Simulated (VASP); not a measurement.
# Si3C2 (P6_3/mmc) in VASP: further runs

Si3C2 is run at these levels: PBE; tasks: single point, relaxation of cell and atoms.

All numbers are computed with VASP 6.6.1; they aren't measurements. Logs are shortened: lines on timing, memory, paths and dates and some standing lists are left out, and cuts for length are marked.

**1. The cell of the first run**

It takes space group P6_3/mmc (No. 194, hexagonal). Conventional cell: a = 2.727 Å, b = 2.727 Å, c = 22.115 Å, α = 90.00°, β = 90.00°, γ = 120.00°. Si (site symmetry 3m) has 3 C at 2.71 Å and 9 Si at 2.71 to 2.73 Å within 3.6 Å. Within 3.6 Å of Si (site symmetry -6m2) lie 6 C at 2.71 Å and 6 Si at 2.73 Å. Within 3.6 Å of C (site symmetry 3m) lie 6 Si at 2.71 Å and 6 C at 2.73 Å.

**2. Single point, PBE, collinear spin**

The input, INCAR:

```
PREC     = Accurate       # precision mode
ENCUT    = 520            # plane-wave cutoff, eV
EDIFF    = 1E-7           # SCF threshold, eV
ISMEAR   = 0              # smearing method
SIGMA    = 0.1            # smearing width, eV
LREAL    = F              # projectors in reciprocal space
LASPH    = T              # aspherical terms in the spheres
NELM     = 150            # most SCF steps
ALGO     = Normal         # electronic algorithm
ISIF     = 2              # what is computed and relaxed
LWAVE    = F              # write WAVECAR
LCHARG   = F              # write CHGCAR
ISPIN    = 2              # spin polarisation
MAGMOM   = 0 0 0 0 0 0 1 1 1 1 # initial moments
LORBIT   = 11             # projections on sites
GGA      = PE             # functional
NBANDS   = 35             # bands
```

The input, KPOINTS:

```
Automatic mesh
0
Gamma
  6 6 1
```

The input, POSCAR:

```
Si3C2
1.0
    2.7270963400      0.0000000000      0.0000000000
   -1.3635481700      2.3617347100      0.0000000000
    0.0000000000      0.0000000000     22.1145456800
Si C
6 4
Direct
    0.6666666700      0.3333333300      0.0500000000
    0.6666666700      0.3333333300      0.2500000000
    0.6666666700      0.3333333300      0.4500000000
    0.3333333300      0.6666666700      0.7500000000
    0.3333333300      0.6666666700      0.9500000000
    0.3333333300      0.6666666700      0.5500000000
    0.6666666700      0.3333333300      0.8500000000
    0.6666666700      0.3333333300      0.6500000000
    0.3333333300      0.6666666700      0.1500000000
    0.3333333300      0.6666666700      0.3500000000
```

Potentials or basis: VASP PAW PBE potentials, release 64 (Si, C).

Command:

```sh
> cat potpaw_PBE.64/Si/POTCAR potpaw_PBE.64/C/POTCAR > POTCAR
> mpirun -np 1 vasp_std > vasp.out
```

OUTCAR:

```text
PREC = Accurate
   ENCUT = 520
   EDIFF = 1E-7
   ISMEAR = 0
   LREAL = F
   LASPH = T
   NELM = 150
   ISIF = 2
   ISPIN = 2
   LORBIT = 11
   GGA = PE

 ion  position               nearest neighbor table
   1  0.667  0.333  0.050-   5 2.71   5 2.71   5 2.71
   2  0.667  0.333  0.250-
   3  0.667  0.333  0.450-   6 2.71   6 2.71   6 2.71
   4  0.333  0.667  0.750-
   5  0.333  0.667  0.950-   1 2.71   1 2.71   1 2.71
   6  0.333  0.667  0.550-   3 2.71   3 2.71   3 2.71
   7  0.667  0.333  0.850-
   8  0.667  0.333  0.650-
   9  0.333  0.667  0.150-
  10  0.333  0.667  0.350-

  LATTYP: Found a hexagonal cell.
 ALAT       =     2.7270963400
 C/A-ratio  =     8.1091912140

  Lattice vectors:

 A1 = (   2.7270963400,   0.0000000000,   0.0000000000)
 A2 = (  -1.3635481700,   2.3617347100,   0.0000000000)
 A3 = (   0.0000000000,   0.0000000000,  22.1145456800)

Analysis of symmetry for initial positions (statically):
=====================================================================
 Subroutine PRICEL returns:
 Original cell was already a primitive cell.

 Routine SETGRP: Setting up the symmetry group for a
 hexagonal supercell.

 Subroutine GETGRP returns: Found 24 space group operations
 (whereof 12 operations were pure point group operations)
 out of a pool of 24 trial point group operations.

The static configuration has the point symmetry D_3d.
 The point group associated with its full space group is D_6h.

Analysis of symmetry for dynamics (positions and initial velocities):
=====================================================================
 Subroutine PRICEL returns:
 Original cell was already a primitive cell.

 Routine SETGRP: Setting up the symmetry group for a
 hexagonal supercell.

 Subroutine GETGRP returns: Found 24 space group operations
 (whereof 12 operations were pure point group operations)
 out of a pool of 24 trial point group operations.

The dynamic configuration has the point symmetry D_3d.
 The point group associated with its full space group is D_6h.

Analysis of structural, dynamic, and magnetic symmetry:
=====================================================================
 Subroutine PRICEL returns:
 Original cell was already a primitive cell.

 Routine SETGRP: Setting up the symmetry group for a
 hexagonal supercell.

[... 149 lines left out ...]
  free energy    TOTEN  =       -46.54458338 eV

  energy without entropy =      -46.53440811  energy(sigma->0) =      -46.53949574

 E-fermi :   6.7013     XC(G=0): -10.6716

 val. band max:        6.6124408508   @ k =   0.1667  -0.0000   0.0000
 cond. band min:       6.8339293556   @ k =   0.3333   0.1667   0.0000
 fundamental gap:      0.2214885048
 Fermi energy:         6.7012860351

 spin component 1

 k-point     1 :       0.0000    0.0000    0.0000
  band No.  band energies     occupation
      1      -7.1017      1.00000
      2      -7.0280      1.00000
      3      -6.3775      1.00000
      4      -5.9410      1.00000
      5      -5.5980      1.00000
      6      -4.6603      1.00000
[... 234 lines left out ...]
     31       7.2855      0.00000
     32       7.2855      0.00000
 Fermi energy:         6.7012860351

 spin component 2

 k-point     1 :       0.0000    0.0000    0.0000
  band No.  band energies     occupation
      1      -7.1017      1.00000
      2      -7.0280      1.00000
      3      -6.3775      1.00000
      4      -5.9410      1.00000
      5      -5.5980      1.00000
      6      -4.6603      1.00000
[... 234 lines left out ...]
     31       7.2855      0.00000
     32       7.2855      0.00000
 [bands above 32 left out]

------------------------ aborting loop because EDIFF is reached ----------------------------------------

  FORCE on cell =-STRESS in cart. coord.  units (eV):
  Direction    XX          YY          ZZ          XY          YZ          ZX
  --------------------------------------------------------------------------------------
  -------------------------------------------------------------------------------------
  Total      -12.5263327    -12.5263327    -18.9481425      0.0000000      0.0000000      0.0000000
  in kB     -140.9045157   -140.9045158   -213.1412997      0.0000000      0.0000000      0.0000000
  external PRESSURE =    -164.9834437 kB  Pullay stress =       0.0000000 kB

 VOLUME and BASIS-vectors are now :
 -----------------------------------------------------------------------------
  energy-cutoff  :      520.00
  volume of cell :      142.43
      direct lattice vectors                 reciprocal lattice vectors
     2.727096340  0.000000000  0.000000000     0.366690382  0.211708791  0.000000000
    -1.363548170  2.361734710  0.000000000     0.000000000  0.423417582  0.000000000
     0.000000000  0.000000000 22.114545680     0.000000000  0.000000000  0.045219107

 POSITION                                       TOTAL-FORCE (eV/Angst)
 -----------------------------------------------------------------------------------
      1.36355      0.78724      1.10573        -0.000000      0.000000      1.916274
      1.36355      0.78724      5.52864        -0.000000      0.000000      0.000000
      1.36355      0.78724      9.95155        -0.000000      0.000000     -1.916274
     -0.00000      1.57449     16.58591         0.000000     -0.000000      0.000000
     -0.00000      1.57449     21.00882        -0.000000     -0.000000     -1.916274
     -0.00000      1.57449     12.16300        -0.000000      0.000000      1.916274
      1.36355      0.78724     18.79736         0.000000     -0.000000      0.361783
      1.36355      0.78724     14.37445         0.000000      0.000000     -0.361783
     -0.00000      1.57449      3.31718        -0.000000      0.000000     -0.361783
     -0.00000      1.57449      7.74009        -0.000000     -0.000000      0.361783
 -----------------------------------------------------------------------------------
    total drift:                                0.000001     -0.000001      0.000002

  FREE ENERGIE OF THE ION-ELECTRON SYSTEM (eV)
  ---------------------------------------------------
  free  energy   TOTEN  =       -46.5445833752 eV

  energy  without entropy=      -46.5344081068  energy(sigma->0) =      -46.53949574

 total charge

# of ion       s       p       d       tot
------------------------------------------
    1        0.834   0.664   0.000   1.498
    2        0.851   0.602   0.000   1.453
    3        0.834   0.664   0.000   1.498
    4        0.851   0.602   0.000   1.453
    5        0.834   0.664   0.000   1.498
    6        0.834   0.664   0.000   1.498
    7        1.042   0.967   0.000   2.009
    8        1.042   0.967   0.000   2.009
    9        1.042   0.967   0.000   2.009
   10        1.042   0.967   0.000   2.009
--------------------------------------------------
tot          9.207   7.730   0.000  16.937

 magnetization (x)

# of ion       s       p       d       tot
------------------------------------------
    1        0.000   0.000   0.000   0.000
    2       -0.000  -0.000   0.000  -0.000
    3        0.000   0.000   0.000   0.000
    4       -0.000  -0.000   0.000  -0.000
    5        0.000   0.000   0.000   0.000
    6        0.000   0.000   0.000   0.000
    7       -0.000  -0.000   0.000  -0.000
    8       -0.000  -0.000   0.000  -0.000
    9       -0.000  -0.000   0.000  -0.000
   10       -0.000  -0.000   0.000  -0.000
--------------------------------------------------
tot         -0.000  -0.000   0.000  -0.000
```

Run time: 50 s. Hardware: 1 thread of AMD EPYC 9R45 (Zen 5), shared host; peak memory 0.27 GiB.

Results:

```
Free energy                                           : -46.5446 eV
Pressure                                              : -16.5 GPa
Largest force                                         : 1.916 eV/Å
Band gap on the k mesh                                : zero (filled and empty bands overlap)
Net moment                                            : 0.00 μB per cell
Valence electrons inside the program's atomic spheres : Si 1.50, 1.45 (each value once); C 2.01
```

Forces in eV/Å, atoms in the order of the input:
```
Si   0.000  0.000  1.916
Si   0.000  0.000  0.000
Si   0.000  0.000 -1.916
Si   0.000  0.000  0.000
Si   0.000  0.000 -1.916
Si   0.000  0.000  1.916
C    0.000  0.000  0.362
C    0.000  0.000 -0.362
C    0.000  0.000 -0.362
C    0.000  0.000  0.362
```

Levels at points of the mesh, in eV from the Fermi level:
Spin up:
| k point | band 18 | band 19 | band 20 | band 21 | band 22 | band 23 |
| --- | --- | --- | --- | --- | --- | --- |
| (0.00, 0.00, 0.00) | 3.32 | 3.32 | 3.32 | 3.35 | 3.35 | 3.35 |
| (0.50, 0.00, 0.00) | -2.56 | -1.63 | -1.40 | -1.11 | 0.22 | 0.76 |
Spin down:
```csv
k point,band 17,band 18,band 19,band 20,band 21,band 22,band 23,band 24
"(0.00, 0.00, 0.00)",3.32,3.32,3.32,3.32,3.35,3.35,3.35,3.35
"(0.50, 0.00, 0.00)",-3.14,-2.56,-1.63,-1.40,-1.11,0.22,0.76,1.66
```

Caveat: the k points lie up to 0.44 Å⁻¹ apart, too coarse for converged energies and pressures of a metal; forces of over 1 eV/Å act on the atoms, so gaps and moduli don't describe the material at rest.

[end of part 1 of 2]

The gap in the log of VASP goes by the Fermi energy; the results here count the filled bands.